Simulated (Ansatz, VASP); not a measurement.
# Te in VASP and in Ansatz

The input POSCAR:

```
Te
1.0
    0.0000000000      2.3209132251      2.3209132251
    2.3209132251      0.0000000000      2.3209132251
    2.3209132251      2.3209132251      0.0000000000
Te
1
Direct
    0.0000000000      0.0000000000      0.0000000000
```

The input INCAR.step1:

```
SYSTEM = Te
  PREC = Accurate
  ENCUT = 520
  ISMEAR = -1
  SIGMA = 0.1
  LREAL = .FALSE.
  LASPH = .TRUE.
  NELM = 60
  NBANDS = 9
  GGA = PE
  ALGO = Normal
  EDIFF = 1E-4
  LWAVE = .TRUE.
  LCHARG = .FALSE.
```

INCAR.step2

```
SYSTEM = Te
  PREC = Accurate
  ENCUT = 520
  EDIFF = 1E-6
  ISMEAR = -1
  SIGMA = 0.1
  LREAL = .FALSE.
  LASPH = .TRUE.
  NELM = 60
  ALGO = Normal
  ISIF = 2
  LWAVE = .FALSE.
  LCHARG = .FALSE.
  METAGGA = R2SCAN
  LMIXTAU = .TRUE.
  NBANDS = 9
  ISTART = 1
```

File KPOINTS:

```
Automatic mesh
0
G
  13 13 13
  0 0 0
```

Input for Ansatz:

```yaml
crystal:
  lattice:
    - [0.0, 2.3209132251, 2.3209132251]
    - [2.3209132251, 0.0, 2.3209132251]
    - [2.3209132251, 2.3209132251, 0.0]
  atoms:
    - { symbol: Te, position: [0.0, 0.0, 0.0] }
hamiltonian:
  xc: r2scan
  pseudopotentials:
    kind: paw
    azcp:
      Te: "pseudopotentials/Te.paw.azcp"
basis:
  ecutwfc: 500
  fft_grid_basis: typed
kpoints:
  mp_grid: { grid: [13, 13, 13], shift: [0, 0, 0] }
magnetization:
  spin_polarized: false
scf:
  occupations: { method: fermi_dirac, width: 0.1 }
  lower_state_search: "off"
output:
  stress: true
```

Alike in both runs: task single point; functional r2SCAN; k mesh 13 × 13 × 13; occupations fermi-dirac, width 0.1 eV; no spin polarisation.

|  | VASP | Ansatz |
| --- | --- | --- |
| version | VASP 6.6.1 | Ansatz 0.2.0 |
| potentials or method | VASP PAW PBE potentials, release 64 (Te), cutoff 520 eV | plane waves (500 eV) with PAW, scalar-relativistic |
| valence electrons in the cell | 6 | 16 |

|  | VASP | Ansatz | Ansatz less VASP |
| --- | --- | --- | --- |
| pressure (GPa) | 9.0 | 9.0 | +0.08 |

VASP's potentials were made for PBE, not for r2SCAN. The functional is the same, so the differences come from potentials, cutoffs and numerics. VASP's potentials hold 6 valence electrons a cell and Ansatz's 16, so a difference there can come from the potentials and not from the codes.

Spin-orbit coupling is off throughout.
